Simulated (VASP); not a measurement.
# NaH (P1) in VASP: a series of runs, part 2 of 3

VASP 6.6.1. The steps go on from the part before.

## Step 4: Single point, r2SCAN

This run uses another cell than the first one, of 13.84 Å³/atom.

File POSCAR:

```
NaH
1.0
    0.0000000000      4.8013030000      4.8013030000
    4.8013030000      0.0000000000      4.8013030000
    4.8013030000      4.8013030000      0.0000000000
Na H
8 8
Direct
   -0.0053031438     -0.0233819861      0.0395405164
    0.0082449493      0.0107284418      0.4865540667
    0.0096119741      0.5049735457      0.0000978901
    0.0136734757      0.5182554611      0.4814910661
    0.4935399828     -0.0101097556      0.0071441023
    0.5088892536     -0.0257345766      0.5099516735
    0.5119842468      0.4788853151      0.0108367458
    0.4897316416      0.5044436896      0.4903900045
    0.2776126606      0.2977959316      0.2157017585
    0.2337813298      0.2271273027      0.7192324667
    0.1898302398      0.9042302683      0.2013666915
    0.1883582436      0.6987755199      0.8257758363
    0.7263699042      0.2944104965      0.2252998821
    0.6925198222      0.1962537045      0.7779599621
    0.6528096644      0.7854351204      0.2416375305
    0.8324672490      0.7580951463      0.7262198407
```

File INCAR.step1:

```
ALGO = Normal
EDIFF = 1E-4
ENCUT = 520
GGA = PE
ISMEAR = -1
LASPH = True
LCHARG = False
LREAL = Auto
LWAVE = True
NBANDS = 46
NELM = 80
PREC = Accurate
SIGMA = 0.19
```

File INCAR.step2:

```
ALGO = Normal
EDIFF = 1E-6
ENCUT = 520
ISIF = 2
ISMEAR = -1
ISTART = 1
LASPH = True
LCHARG = False
LMIXTAU = True
LREAL = Auto
LWAVE = False
METAGGA = R2SCAN
NBANDS = 46
NELM = 80
PREC = Accurate
SIGMA = 0.19
```

File KPOINTS:

```
k-points
0
Gamma
  2 2 2
```

Run with:

```
$ cat potpaw_PBE.64/Na_pv/POTCAR potpaw_PBE.64/H/POTCAR > POTCAR
$ cp INCAR.step1 INCAR
$ mpirun -np 1 vasp_std > vasp.out
$ cp INCAR.step2 INCAR
$ mpirun -np 1 vasp_std > vasp.out
```

Run time: 9.6 min. Hardware: 1 thread of Intel Xeon Platinum 8488C (Sapphire Rapids), shared host; peak memory 0.43 GiB.

It converged, with:

```
Free energy            : -58.2945 eV
Pressure               : 2.6 GPa
Largest force          : 2.072 eV/Å
Band gap on the k mesh : 3.73 eV (least direct gap 3.97 eV)
```

Forces in eV/Å, atoms in the order of the input:
```
Na  -0.329 -1.494  0.034
Na   0.842  0.201  0.106
Na  -0.243 -0.087 -1.397
Na  -0.031  0.240 -0.260
Na  -0.108 -0.738  0.205
Na   0.309 -0.253  0.143
Na  -0.335 -0.438  0.321
Na   0.054  0.251 -0.393
H    0.307  0.002 -0.905
H    0.177  0.080  0.196
H   -0.585  1.072 -0.582
H   -0.035  0.104  2.069
H   -0.029  0.405 -0.077
H    0.180 -0.075  1.282
H    0.116  1.459  0.188
H   -0.289 -0.730 -0.932
```

Stress tensor (GPa, compression positive):
```
 0.62  0.56 -0.32
 0.56  3.04 -0.04
-0.32 -0.04  4.02
```

Levels at points of the mesh, in eV from the valence-band top:
| k point | band 30 | band 31 | band 32 | band 33 | band 34 | band 35 |
| --- | --- | --- | --- | --- | --- | --- |
| (0.00, 0.00, 0.00) | -0.62 | -0.40 | -0.23 | 3.73 | 3.91 | 3.99 |
| (0.50, 0.00, 0.00) | -0.71 | -0.64 | -0.50 | 4.15 | 4.77 | 5.21 |
| (0.00, 0.50, 0.00) | -0.87 | -0.55 | -0.25 | 4.30 | 4.51 | 4.99 |
| (0.00, 0.00, 0.50) | -0.64 | -0.46 | -0.22 | 3.81 | 4.32 | 4.67 |
| (0.50, 0.50, 0.50) | -0.74 | -0.65 | -0.35 | 4.20 | 4.57 | 5.08 |
| (0.50, 0.50, 0.00) | -1.23 | -0.19 | -0.07 | 4.86 | 4.99 | 5.89 |
| (0.00, 0.50, 0.50) | -1.04 | -0.09 | -0.07 | 4.42 | 5.08 | 5.32 |
| (0.50, 0.00, 0.50) | -1.08 | -0.19 | 0.00 | 4.62 | 4.93 | 5.26 |

Caveat: the k points lie up to 0.57 Å⁻¹ apart; the atoms stand as in a frame of molecular dynamics; the PAW data sets were made with another functional, which shifts forces and pressure a little. A k mesh can miss the band edges.

## Step 5: Single point, r2SCAN

This run uses another cell than the first one, of 13.93 Å³/atom.

File POSCAR:

```
NaH
1.0
    0.0000000000      4.8116660000      4.8116660000
    4.8116660000      0.0000000000      4.8116660000
    4.8116660000      4.8116660000      0.0000000000
Na H
8 8
Direct
   -0.0188077269     -0.0372339851      0.0772554662
    0.0107625924      0.0319041263      0.4796542403
    0.0065996892      0.5012335644      0.0060666098
    0.0323917953      0.5366354398      0.4619631745
    0.4926679242     -0.0153166284     -0.0005290267
    0.5215458637     -0.0549683831      0.5252117458
    0.5259589922      0.4547435337      0.0240444786
    0.4835694123      0.5141085229      0.4786756811
    0.2082064715      0.3193066601      0.2914599642
    0.2267443335      0.2235047071      0.7061822246
    0.2055489720      0.8450642667      0.2514625911
    0.2779300350      0.7540156569      0.7674012494
    0.7316027339      0.2914930089      0.2291994083
    0.7103149928      0.2428775189      0.7486902665
    0.7014826050      0.7322646667      0.3109725405
    0.7926029155      0.7190572870      0.6896223678
```

File INCAR.step1:

```
SYSTEM = NaH
  ALGO = Normal
  EDIFF = 1E-4
  ENCUT = 520
  GGA = PE
  ISMEAR = -1
  LASPH = .True.
  LCHARG = .False.
  LREAL = Auto
  LWAVE = .True.
  NBANDS = 46
  NELM = 100
  PREC = Accurate
  SIGMA = 0.19
```

File INCAR.step2:

```
SYSTEM = NaH
  ALGO = Normal
  EDIFF = 1E-6
  ENCUT = 520
  ISIF = 2
  ISMEAR = -1
  ISTART = 1
  LASPH = .True.
  LCHARG = .False.
  LMIXTAU = .True.
  LREAL = Auto
  LWAVE = .False.
  METAGGA = R2SCAN
  NBANDS = 46
  NELM = 100
  PREC = Accurate
  SIGMA = 0.19
```

File KPOINTS:

```
k-points
0
Gamma
  2 2 2
  0 0 0
```

Potentials or basis: VASP PAW PBE potentials, release 64 (Na_pv, H).

Run with:

```
$ cat potpaw_PBE.64/Na_pv/POTCAR potpaw_PBE.64/H/POTCAR > POTCAR
$ cp INCAR.step1 INCAR
$ mpirun -np 1 vasp_std > vasp.out
$ cp INCAR.step2 INCAR
$ mpirun -np 1 vasp_std > vasp.out
```

OUTCAR:

```text
SYSTEM = NaH
   EDIFF = 1E-6
   ENCUT = 520
   ISIF = 2
   ISMEAR = -1
   ISTART = 1
   LASPH = .True.
   LREAL = Auto
   METAGGA = R2SCAN
   NELM = 100
   PREC = Accurate

 ion  position               nearest neighbor table
   1  0.981  0.963  0.077-   4 2.77
   2  0.011  0.032  0.480-
   3  0.007  0.501  0.006-
   4  0.032  0.537  0.462-   1 2.77
   5  0.493  0.985  0.999-
   6  0.522  0.945  0.525-
   7  0.526  0.455  0.024-
   8  0.484  0.514  0.479-
   9  0.208  0.319  0.291-
  10  0.227  0.224  0.706-
  11  0.206  0.845  0.251-
  12  0.278  0.754  0.767-
  13  0.732  0.291  0.229-
  14  0.710  0.243  0.749-
  15  0.701  0.732  0.311-
  16  0.793  0.719  0.690-

  LATTYP: Found a face centered cubic cell.
 ALAT       =     9.6233320000

  Lattice vectors:

 A1 = (   0.0000000000,   4.8116660000,   4.8116660000)
 A2 = (   4.8116660000,   0.0000000000,   4.8116660000)
 A3 = (   4.8116660000,   4.8116660000,   0.0000000000)

Analysis of symmetry for initial positions (statically):
=====================================================================
 Subroutine PRICEL returns:
 Original cell was already a primitive cell.

 Routine SETGRP: Setting up the symmetry group for a
 face centered cubic supercell.

 Subroutine GETGRP returns: Found  1 space group operations
 (whereof  1 operations were pure point group operations)
 out of a pool of 48 trial point group operations.

The static configuration has the point symmetry C_1 .

Analysis of symmetry for dynamics (positions and initial velocities):
=====================================================================
 Subroutine PRICEL returns:
[... 138 lines left out ...]
   IMIX   =      4    mixing-type and parameters
     AMIX     =   0.40;   BMIX     =  1.00
     AMIX_MAG =   1.60;   BMIX_MAG =  1.00
  volume/ion in A,a.u.               =      13.93        93.97
  Fermi-wavevector in a.u.,A,eV,Ry     =   1.080180  2.041244 15.875117  1.166788
  Thomas-Fermi vector in A             =   2.216164
   LORBIT       =      0    0 simple, 1 ext, 2 COOP (PROOUT), +10 PAW based schemes
   METAGGA = R2SCAN    functional components
   LHFCALC =     F    Hartree Fock is set to
   AEXX    =    0.0000 exact exchange contribution
   IVDW    =     0    specifies the selected vdW correction
   LEPSILON=     F    determine dielectric tensor
   LRPA    =     F    only Hartree local field effects (RPA)
 non-spin polarized calculation
  energy-cutoff  :      520.00
  volume of cell :      222.80
 maximum number of plane-waves:      5996
 NGX is ok and might be reduce to    54
   NGX = 25   NGY = 25   NGZ = 25

 number of electron      64.0000001 magnetization

 Free energy of the ion-electron system (eV)
  ---------------------------------------------------
  ext. energy  EPLUGINS =         0.00000000
  ---------------------------------------------------
  free energy    TOTEN  =       -58.84256264 eV

  energy without entropy =      -58.84235896  energy(sigma->0) =      -58.84246080

 E-fermi :   1.0225     XC(G=0):  -8.1529

 val. band max:       -0.8960519878   @ k =   0.5000   0.0000   0.5000
 cond. band min:       2.8349708862   @ k =   0.0000   0.0000   0.0000
 fundamental gap:      3.7310228740
 Fermi energy:         1.0225467667

 k-point     1 :       0.0000    0.0000    0.0000
  band No.  band energies     occupation
      1     -24.7897      2.00000
      2     -24.7542      2.00000
      3     -24.7299      2.00000
      4     -24.7204      2.00000
      5     -24.7139      2.00000
      6     -24.6928      2.00000
[... 365 lines left out ...]
     43       6.7261      0.00000
     44       6.8886      0.00000
 [bands above 44 left out]

------------------------ aborting loop because EDIFF is reached ----------------------------------------

  FORCE on cell =-STRESS in cart. coord.  units (eV):
  Direction    XX          YY          ZZ          XY          YZ          ZX
  --------------------------------------------------------------------------------------
  -------------------------------------------------------------------------------------
  Total        4.1853260      2.3453706      0.7589096      0.0813735      0.2196051     -0.2094344
  in kB       30.0970176     16.8657493      5.4573805      0.5851634      1.5791981     -1.5060596
  external PRESSURE =      17.4733825 kB  Pullay stress =       0.0000000 kB

 VOLUME and BASIS-vectors are now :
 -----------------------------------------------------------------------------
  energy-cutoff  :      520.00
  volume of cell :      222.80
      direct lattice vectors                 reciprocal lattice vectors
     0.000000000  4.811666000  4.811666000    -0.103914112  0.103914112  0.103914112
     4.811666000  0.000000000  4.811666000     0.103914112 -0.103914112  0.103914112
     4.811666000  4.811666000  0.000000000     0.103914112  0.103914112 -0.103914112

 POSITION                                       TOTAL-FORCE (eV/Angst)
 -----------------------------------------------------------------------------------
      5.00424      5.09290      9.35368        -0.433253     -1.091658      0.506711
      2.46145      2.35972      0.20530         0.938891      0.262017     -0.113730
      2.44096      0.06095      2.44352        -0.156638     -0.124491      0.096348
      4.80492      2.37867      2.73797         0.427554      0.270369     -0.686629
      9.54709      7.17967      7.10852        -0.103922     -0.159069      0.433680
      7.07432      5.03665      7.05668         0.715882     -0.392712      0.083140
[... 8 lines left out ...]
      5.01971      4.87160      6.89871        -0.570891     -0.342578      0.687962
      6.77810      7.13197      7.27360         0.991098      0.409761      0.041498
 -----------------------------------------------------------------------------------
    total drift:                               -0.010116      0.008198      0.030354

  FREE ENERGIE OF THE ION-ELECTRON SYSTEM (eV)
  ---------------------------------------------------
  free  energy   TOTEN  =       -58.8425626434 eV

  energy  without entropy=      -58.8423589567  energy(sigma->0) =      -58.84246080
```

OUTCAR.step1:

```text
SYSTEM = NaH
   EDIFF = 1E-4
   ENCUT = 520
   GGA = PE
   ISMEAR = -1
   LASPH = .True.
   LREAL = Auto
   NELM = 100
[... 624 lines left out ...]
      7.07432      5.03665      7.05668         0.689191     -0.369955      0.081004
[... 8 lines left out ...]
      5.01971      4.87160      6.89871        -0.538434     -0.329501      0.645898
      6.77810      7.13197      7.27360         0.934355      0.391038      0.037056
 -----------------------------------------------------------------------------------
    total drift:                               -0.000338      0.001178      0.001393

  FREE ENERGIE OF THE ION-ELECTRON SYSTEM (eV)
  ---------------------------------------------------
  free  energy   TOTEN  =       -38.8306659089 eV

  energy  without entropy=      -38.8299072842  energy(sigma->0) =      -38.83028660
```

It took 8.1 min on 1 thread of Intel Xeon Platinum 8488C (Sapphire Rapids), shared host; peak memory 0.43 GiB.

What came out:

| Property | Result |
| --- | --- |
| Free energy | -58.8426 eV |
| Pressure | 1.7 GPa |
| Largest force | 1.466 eV/Å |
| Band gap on the k mesh | 3.73 eV (least direct gap 3.93 eV) |

Forces in eV/Å, atoms in the order of the input:
```
Na  -0.433 -1.092  0.507
Na   0.939  0.262 -0.114
Na  -0.157 -0.124  0.096
Na   0.428  0.270 -0.687
Na  -0.104 -0.159  0.434
Na   0.716 -0.393  0.083
Na  -0.425 -0.914  0.158
Na   0.190  0.511 -0.321
H   -1.434 -0.292 -0.085
H    0.592  0.633  0.326
H   -0.656  0.614 -0.147
H   -0.021 -0.163 -0.754
H   -0.086  0.592 -0.033
H    0.032  0.188 -0.192
H   -0.571 -0.343  0.688
H    0.991  0.410  0.041
```

Stress tensor (GPa, compression positive):
```
 3.01  0.06 -0.15
 0.06  1.69  0.16
-0.15  0.16  0.55
```

Caveat: the k points lie up to 0.57 Å⁻¹ apart; the atoms stand as in a frame of molecular dynamics; the PAW data sets were made with another functional, which shifts forces and pressure a little.

(Continued in part 3 of 3.)
